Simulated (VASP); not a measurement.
# Mg3ZrN2 (P-3m1) in VASP: a series of runs

Runs on Mg3ZrN2. Level: PBE. Tasks: relaxation of cell and atoms, relaxation of shape and atoms at fixed volume.

All numbers are computed with VASP 6.6.1; they aren't measurements. Logs are shortened: lines on timing, memory, paths and dates and some standing lists are left out, and cuts for length are marked.

## Step 1: The cell of the first run

Symmetry: P-3m1, No. 164, trigonal system. Conventional cell: a = 3.208 Å, b = 3.208 Å, c = 10.317 Å, α = 90.00°, β = 90.00°, γ = 120.00°. Mg (site symmetry 3m) has 3 N at 2.21 Å within 2.9 Å. Mg (site symmetry -3m) has 12 Mg at 3.21 to 3.24 Å and 6 N at 4.28 Å within 4.3 Å. Zr (site symmetry -3m) has 6 N at 2.26 Å and 6 Mg at 3.11 Å and 6 Zr at 3.21 Å within 3.3 Å. N (site symmetry 3m) has 3 Mg at 2.21 Å and 3 Zr at 2.26 Å within 2.9 Å.

## Step 2: Relaxation of cell and atoms, PBE

The input, INCAR:

```
PREC = Accurate ; ENCUT = 600
EDIFF = 1E-6 ; ISMEAR = 0
SIGMA = 0.1 ; LREAL = F
LASPH = T ; NELM = 80
ALGO = Normal ; ISIF = 3
LWAVE = F ; LCHARG = F
GGA = PE ; IBRION = 2
NSW = 100 ; EDIFFG = -0.01
```

The input, KPOINTS:

```
regular mesh
0
Gamma
  12 12 4
```

The input, POSCAR:

```
Mg3ZrN2
1.0
    3.2082388947      0.0000000000      0.0000000000
   -1.6041194474      2.7784163843      0.0000000000
    0.0000000000      0.0000000000     10.3166138954
Mg Zr N
3 1 2
Direct
    0.6666666667      0.3333333333      0.2427513177
    0.3333333333      0.6666666667      0.7572486823
    0.0000000000      0.0000000000      0.5000000000
    0.0000000000      0.0000000000      0.0000000000
    0.3333333333      0.6666666667      0.1260594257
    0.6666666667      0.3333333333      0.8739405743
```

Potentials or basis: VASP PAW PBE potentials, release 64 (Mg, Zr_sv, N).

Started as:

```
cat potpaw_PBE.64/Mg/POTCAR potpaw_PBE.64/Zr_sv/POTCAR potpaw_PBE.64/N/POTCAR > POTCAR
mpirun -np 1 vasp_std > vasp.out
```

OUTCAR:

```text
PREC = Accurate
   ENCUT = 600
   EDIFF = 1E-6
   ISMEAR = 0
   LREAL = F
   LASPH = T
   NELM = 80
   ISIF = 3
   GGA = PE
   IBRION = 2
   NSW = 100
   EDIFFG = -0.01

 ion  position               nearest neighbor table
   1  0.667  0.333  0.243-   5 2.21   5 2.21   5 2.21   4 3.11   4 3.11   4 3.11   3 3.24   3 3.24
                             3 3.24
   2  0.333  0.667  0.757-   6 2.21   6 2.21   6 2.21   4 3.11   4 3.11   4 3.11   3 3.24   3 3.24
                             3 3.24
   3  0.000  0.000  0.500-   1 3.24   2 3.24   1 3.24   2 3.24   1 3.24   2 3.24
   4  0.000  0.000  0.000-   5 2.26   6 2.26   6 2.26   5 2.26   6 2.26   5 2.26   1 3.11   2 3.11
                             2 3.11   1 3.11   1 3.11   2 3.11
   5  0.333  0.667  0.126-   1 2.21   1 2.21   1 2.21   4 2.26   4 2.26   4 2.26
   6  0.667  0.333  0.874-   2 2.21   2 2.21   2 2.21   4 2.26   4 2.26   4 2.26

  LATTYP: Found a hexagonal cell.
 ALAT       =     3.2082388947
 C/A-ratio  =     3.2156626218

  Lattice vectors:

 A1 = (   3.2082388947,   0.0000000000,   0.0000000000)
 A2 = (  -1.6041194474,   2.7784163843,   0.0000000000)
 A3 = (   0.0000000000,   0.0000000000,  10.3166138954)

Analysis of symmetry for initial positions (statically):
=====================================================================
 Subroutine PRICEL returns:
 Original cell was already a primitive cell.

 Routine SETGRP: Setting up the symmetry group for a
 hexagonal supercell.

 Subroutine GETGRP returns: Found 12 space group operations
 (whereof 12 operations were pure point group operations)
 out of a pool of 24 trial point group operations.

The static configuration has the point symmetry D_3d.

Analysis of symmetry for dynamics (positions and initial velocities):
=====================================================================
 Subroutine PRICEL returns:
 Original cell was already a primitive cell.

 Routine SETGRP: Setting up the symmetry group for a
 hexagonal supercell.

 Subroutine GETGRP returns: Found 12 space group operations
 (whereof 12 operations were pure point group operations)
 out of a pool of 24 trial point group operations.

The dynamic configuration has the point symmetry D_3d.

 Subroutine INISYM returns: Found 12 space group operations
 (whereof 12 operations are pure point group operations),
 and found     1 'primitive' translations

----------------------------------------------------------------------------------------

                                     Primitive cell

  volume of cell :      91.9605

  direct lattice vectors                    reciprocal lattice vectors
     3.208238895  0.000000000  0.000000000     0.311697487  0.179958628  0.000000000
    -1.604119447  2.778416384  0.000000000     0.000000000  0.359917256  0.000000000
     0.000000000  0.000000000 10.316613895     0.000000000  0.000000000  0.096931029

  length of vectors
     3.208238895  3.208238895 10.316613895     0.359917256  0.359917256  0.096931029

  position of ions in fractional coordinates (direct lattice)
     0.666666667  0.333333333  0.242751318
     0.333333333  0.666666667  0.757248682
     0.000000000  0.000000000  0.500000000
     0.000000000  0.000000000  0.000000000
     0.333333333  0.666666667  0.126059426
     0.666666667  0.333333333  0.873940574

  ion indices of the primitive-cell ions
   primitive index   ion index
                 1           1
                 2           2
                 3           3
                 4           4
                 5           5
                 6           6

----------------------------------------------------------------------------------------

 KPOINTS: regular mesh

Automatic generation of k-mesh.
 Grid dimensions read from file:
 generate k-points for:   12   12    4

 Generating k-lattice:

  Cartesian coordinates                     Fractional coordinates (reciprocal lattice)
     0.025974791  0.014996552  0.000000000     0.083333333  0.000000000  0.000000000
     0.000000000  0.029993105  0.000000000     0.000000000  0.083333333  0.000000000
     0.000000000  0.000000000  0.024232757     0.000000000  0.000000000  0.250000000

  Length of vectors
     0.029993105  0.029993105  0.024232757

  Shift w.r.t. Gamma in fractional coordinates (k-lattice)
     0.000000000  0.000000000  0.000000000

 Subroutine IBZKPT returns following result:
 ===========================================

 Found     69 irreducible k-points:

 Following reciprocal coordinates:
            Coordinates               Weight
  0.000000  0.000000  0.000000      1.000000
  0.083333  0.000000  0.000000      6.000000
  0.166667  0.000000  0.000000      6.000000
  0.250000 -0.000000  0.000000      6.000000
  0.333333  0.000000  0.000000      6.000000
  0.416667  0.000000  0.000000      6.000000
[... 16 lines left out ...]
  0.166667  0.000000  0.250000      6.000000
  0.000000  0.166667  0.250000      6.000000
 [... further k-points ...]
   k-points           NKPTS =     69   k-points in BZ     NKDIM =     69   number of bands    NBANDS=     18
   number of dos      NEDOS =    301   number of ions     NIONS =      6
   total plane-waves  NPLWV =  65856
   dimension x,y,z NGX =    28 NGY =   28 NGZ =   84
   dimension x,y,z NGXF=    56 NGYF=   56 NGZF=  168
   ions per type =               3   1   2
   NGX,Y,Z   is equivalent  to a cutoff of  14.51, 14.51, 13.54 a.u.
   NGXF,Y,Z  is equivalent  to a cutoff of  29.02, 29.02, 27.07 a.u.
 SYSTEM =  unknown system
   PREC   = accura    normal or accurate (medium, high low for compatibility)
   ISTART =      0    job   : 0-new  1-cont  2-samecut
   ICHARG =      2    charge: 1-file 2-atom 10-const
   ISPIN  =      1    spin polarized calculation?
   LNONCOLLINEAR =      F non collinear calculations
   LSORBIT =      F    spin-orbit coupling
   LASPH  =      T    aspherical Exc in radial PAW
   ENCUT  =  600.0 eV  44.10 Ry    6.64 a.u.   6.41  6.41 20.60*2*pi/ulx,y,z
   NELM   =     80;   NELMIN=  2; NELMDL= -5     # of ELM steps
   EDIFF  = 0.1E-05   stopping-criterion for ELM
   LREAL  =      F    real-space projection
   EDIFFG = -.1E-01   stopping-criterion for IOM
   NSW    =    100    number of steps for IOM
   IBRION =      2    ionic relax: 0-MD 1-quasi-New 2-CG
   NFREE  =      1    steps in history (QN), initial steepest desc. (CG)
   ISIF   =      3    stress and relaxation
   ISYM   =      2    0-nonsym 1-usesym 2-fastsym
   POTIM  = 0.5000    time-step for ionic-motion
   TEBEG  =    0.0;   TEEND  =   0.0 temperature during run
   PSTRESS=    0.0 pullay stress
   NELECT =      28.0000    total number of electrons
   NUPDOWN=      -1.0000    fix difference up-down
   EMIN   =  10.00;   EMAX   =-10.00  energy-range for DOS
   EFERMI =   0.00;   METHOD = LEGACY
   ISMEAR =     0;   SIGMA  =   0.10  broadening in eV -4-tet -1-fermi 0-gaus
   EFERMI_NEDOS =   21; number of points for ismear=-14 and -15
   IALGO  =     38    algorithm
   IMIX   =      4    mixing-type and parameters
     AMIX     =   0.40;   BMIX     =  1.00
     AMIX_MAG =   1.60;   BMIX_MAG =  1.00
  volume/ion in A,a.u.               =      15.33       103.43
  Fermi-wavevector in a.u.,A,eV,Ry     =   1.101354  2.081258 16.503617  1.212982
  Thomas-Fermi vector in A             =   2.237780
   LORBIT       =      0    0 simple, 1 ext, 2 COOP (PROOUT), +10 PAW based schemes
   GGA     = PE    functional components
   LHFCALC =     F    Hartree Fock is set to
   AEXX    =    0.0000 exact exchange contribution
   IVDW    =     0    specifies the selected vdW correction
   LEPSILON=     F    determine dielectric tensor
   LRPA    =     F    only Hartree local field effects (RPA)
 conjugate gradient relaxation of ions
 non-spin polarized calculation
 Gauss-broadening in eV      SIGMA  =   0.10
  energy-cutoff  :      600.00
  volume of cell :       91.96
 maximum number of plane-waves:      3103
 NGX is ok and might be reduce to    28
   NGX = 13   NGY = 13   NGZ = 41

--------------------------------------- Ionic step        1  -------------------------------------------

 number of electron      27.9999999 magnetization

 Free energy of the ion-electron system (eV)
  ---------------------------------------------------
  ext. energy  EPLUGINS =         0.00000000
  ---------------------------------------------------
  free energy    TOTEN  =       -34.91241875 eV

  energy without entropy =      -34.90364863  energy(sigma->0) =      -34.90803369

------------------------ aborting loop because EDIFF is reached ----------------------------------------

  FORCE on cell =-STRESS in cart. coord.  units (eV):
  Direction    XX          YY          ZZ          XY          YZ          ZX
  --------------------------------------------------------------------------------------
  -------------------------------------------------------------------------------------
  Total        0.1445569      0.1445569      0.1545390     -0.0000000      0.0000000      0.0000000
  in kB        2.5185369      2.5185369      2.6924496     -0.0000000      0.0000000      0.0000000
  external PRESSURE =       2.5765078 kB  Pullay stress =       0.0000000 kB
[... 265 lines left out ...]
  energy  without entropy=      -34.9066107555  energy(sigma->0) =      -34.91108066

--------------------------------------- Ionic step        8  -------------------------------------------

 number of electron      27.9999999 magnetization

 Free energy of the ion-electron system (eV)
  ---------------------------------------------------
  ext. energy  EPLUGINS =         0.00000000
  ---------------------------------------------------
  free energy    TOTEN  =       -34.91559222 eV

  energy without entropy =      -34.90666245  energy(sigma->0) =      -34.91112733

 E-fermi :   5.7549     XC(G=0):  -9.9995

 val. band max:        5.7202405443   @ k =   0.4167   0.0833   0.5000
 cond. band min:       5.7716144231   @ k =   0.3333   0.3333   0.5000
 fundamental gap:      0.0513738788
 Fermi energy:         5.7549090965

 k-point     1 :       0.0000    0.0000    0.0000
  band No.  band energies     occupation
      1     -43.8072      2.00000
      2     -22.0753      2.00000
      3     -21.5009      2.00000
      4     -21.5009      2.00000
      5      -9.8341      2.00000
      6      -8.5782      2.00000
[... 10 lines left out ...]
     17       7.0714      0.00000
     18       7.7907      0.00000
[... 466 lines left out ...]
      2     -22.0175      2.00000
      3     -21.7453      2.00000
      4     -21.5500      2.00000
      5      -9.4560      2.00000
      6      -8.6392      2.00000
[... 10 lines left out ...]
     17       7.7505      0.00000
     18       8.1034      0.00000

 [... further k-points ...]

------------------------ aborting loop because EDIFF is reached ----------------------------------------

  FORCE on cell =-STRESS in cart. coord.  units (eV):
  Direction    XX          YY          ZZ          XY          YZ          ZX
  --------------------------------------------------------------------------------------
  -------------------------------------------------------------------------------------
  Total       -0.0134103     -0.0134103     -0.0092783      0.0000000      0.0000000     -0.0000000
  in kB       -0.2335992     -0.2335992     -0.1616220      0.0000000      0.0000000     -0.0000000
  external PRESSURE =      -0.2096068 kB  Pullay stress =       0.0000000 kB
[... 21 lines left out ...]
  FREE ENERGIE OF THE ION-ELECTRON SYSTEM (eV)
  ---------------------------------------------------
  free  energy   TOTEN  =       -34.9155922151 eV

  energy  without entropy=      -34.9066624527  energy(sigma->0) =      -34.91112733

 reached required accuracy - stopping structural energy minimisation
```

Wall time 15 min (1 thread of Intel Xeon 8259CL, shared host); peak memory 0.37 GiB.

What came out:

* Free energy: -34.9156 eV
* Relaxed volume: 15.33 Å³/atom
* Relaxed cell: a = 3.211 Å, b = 3.211 Å, c = 10.299 Å, α = 90.00°, β = 90.00°, γ = 120.00°
* Space group after relaxing (to 0.1 Å): P-3m1 (No. 164)
* Energy gained by relaxing: 0.5 meV/atom
* Ionic steps: 8
* Pressure after relaxing: 0.0 GPa
* Band gap on the k mesh: zero (bands 14 and 15 overlap by 0.85 eV)

The path:
| step | energy change (eV) | largest force (eV/Å) | pressure (GPa) | volume (Å³) |
| --- | --- | --- | --- | --- |
| 1 | 0.0000 | 0.1344 | 0.26 | 91.96 |
| 2 | -0.0017 | 0.0707 | -0.19 | 92.29 |
| 3 | -0.0019 | 0.0500 | -0.39 | 92.44 |
| 4 | -0.0029 | 0.0210 | -0.05 | 92.15 |
| 5 | -0.0029 | 0.0302 | -0.01 | 92.11 |
| 6 | -0.0031 | 0.0217 | -0.01 | 92.07 |
| 7 | -0.0031 | 0.0108 | -0.02 | 92.02 |
| 8 | -0.0032 | 0.0016 | -0.02 | 91.98 |

Final structure:
```yaml
crystal:
  lattice:
    - [3.21129, 0.00000, 0.00000]
    - [-1.60564, 2.78106, 0.00000]
    - [0.00000, 0.00000, 10.29885]
  atoms:
    - { symbol: Mg, position: [0.66667, 0.33333, 0.24482] }
    - { symbol: Mg, position: [0.33333, 0.66667, 0.75518] }
    - { symbol: Mg, position: [0.00000, 0.00000, 0.50000] }
    - { symbol: Zr, position: [0.00000, 0.00000, 0.00000] }
    - { symbol: N, position: [0.33333, 0.66667, 0.12554] }
    - { symbol: N, position: [0.66667, 0.33333, 0.87446] }
```

Levels at points of the mesh, in eV from the Fermi level:
| k point | band 11 | band 12 | band 13 | band 14 | band 15 | band 16 | band 17 | band 18 |
| --- | --- | --- | --- | --- | --- | --- | --- | --- |
| (0.00, 0.00, 0.00) | -4.26 | -2.02 | -2.02 | -1.65 | 0.52 | 1.32 | 1.32 | 2.04 |
| (0.50, 0.00, 0.00) | -3.49 | -2.67 | -1.25 | -1.23 | -0.55 | 0.56 | 1.61 | 3.92 |
| (0.00, 0.00, 0.50) | -3.57 | -2.98 | -2.02 | -2.02 | 1.32 | 1.32 | 1.82 | 1.90 |
| (0.50, 0.00, 0.50) | -3.44 | -2.67 | -1.58 | -1.15 | -0.40 | 0.80 | 1.65 | 3.54 |

## Step 3: Relaxation of shape and atoms at fixed volume, PBE (16.91 Å³/atom)

This run uses another cell than the first one, of 16.91 Å³/atom.

The input, INCAR:

```
SYSTEM = Mg3ZrN2
PREC     = Accurate       ! precision mode
ENCUT    = 600            ! plane-wave cutoff, eV
EDIFF    = 1E-6           ! SCF threshold, eV
ISMEAR   = 0              ! smearing method
SIGMA    = 0.1            ! smearing width, eV
LREAL    = .FALSE.        ! projectors in reciprocal space
LASPH    = .TRUE.         ! aspherical terms in the spheres
NELM     = 60             ! most SCF steps
ALGO     = Normal         ! electronic algorithm
ISIF     = 4              ! what is computed and relaxed
LWAVE    = .FALSE.        ! write WAVECAR
LCHARG   = .FALSE.        ! write CHGCAR
GGA      = PE             ! functional
IBRION   = 2              ! ionic algorithm
NSW      = 50             ! ionic steps
EDIFFG   = -0.01          ! ionic threshold
```

The input, KPOINTS:

```
regular mesh
0
G
  12 12 4
  0 0 0
```

The input, POSCAR:

```
Mg3ZrN2
1.0
    3.3056332309      0.0000000000      0.0000000000
   -1.6528166154      2.8627623535      0.0000000000
    0.0000000000      0.0000000000     10.7205176066
Mg Zr N
3 1 2
Direct
    0.6666666667      0.3333333333      0.2401865053
    0.3333333333      0.6666666667      0.7598134947
    0.0000000000      0.0000000000      0.5000000000
    0.0000000000      0.0000000000      0.0000000000
    0.3333333333      0.6666666667      0.1214158001
    0.6666666667      0.3333333333      0.8785841999
```

Potentials or basis: VASP PAW PBE potentials, release 64 (Mg, Zr_sv, N).

Started as:

```
cat potpaw_PBE.64/Mg/POTCAR potpaw_PBE.64/Zr_sv/POTCAR potpaw_PBE.64/N/POTCAR > POTCAR
mpirun -np 1 vasp_std > vasp.out
```

It took 15 min on 1 thread of Intel Xeon 8259CL, shared host; peak memory 0.38 GiB.

Results (log left out):

```
Free energy                  : -34.6955 eV
Energy gained by relaxing    : 2.0 meV/atom
Ionic steps                  : 6
Pressure after relaxing      : -7.0 GPa
Largest force after relaxing : 0.009 eV/Å
Band gap on the k mesh       : zero (bands 14 and 15 overlap by 0.86 eV)
```

Forces in eV/Å, atoms in the order of the input:
```
Mg   0.000  0.000 -0.009
Mg   0.000  0.000  0.009
Mg   0.000  0.000  0.000
Zr   0.000  0.000  0.000
N    0.000  0.000  0.005
N    0.000  0.000 -0.005
```

The path:
| step | energy change (eV) | largest force (eV/Å) | pressure (GPa) | volume (Å³) |
| --- | --- | --- | --- | --- |
| 1 | 0.0000 | 0.2001 | -8.01 | 101.45 |
| 2 | -0.0058 | 0.1322 | -7.72 | 101.45 |
| 3 | -0.0102 | 0.0624 | -7.11 | 101.45 |
| 4 | -0.0113 | 0.0470 | -7.05 | 101.45 |
| 5 | -0.0115 | 0.0437 | -7.01 | 101.45 |
| 6 | -0.0121 | 0.0087 | -6.99 | 101.45 |

Final structure:
```xyz
6
Lattice="3.2952 0.0000 0.0000 -1.6476 2.8537 0.0000 0.0000 0.0000 10.7887" Properties=species:S:1:pos:R:3 pbc="T T T"
Mg    1.6476    0.9512    2.5509
Mg    0.0000    1.9025    8.2379
Mg    0.0000    0.0000    5.3944
Zr    0.0000    0.0000    0.0000
N     0.0000    1.9025    1.2875
N     1.6476    0.9512    9.5013
```

Levels at points of the mesh, in eV from the Fermi level:
```
           k point  band 12  band 13  band 14  band 15  band 16  band 17
(0.00, 0.00, 0.00)    -2.08    -2.08    -1.71     0.01     1.10     1.10
(0.50, 0.00, 0.00)    -2.75    -1.13    -1.08    -0.47     0.53     1.45
(0.00, 0.00, 0.50)    -2.91    -2.08    -2.08     1.10     1.10     1.16
(0.50, 0.00, 0.50)    -2.75    -1.36    -1.04    -0.37     0.80     1.51
```

The gap in the log of VASP goes by the Fermi energy; the results here count the filled bands.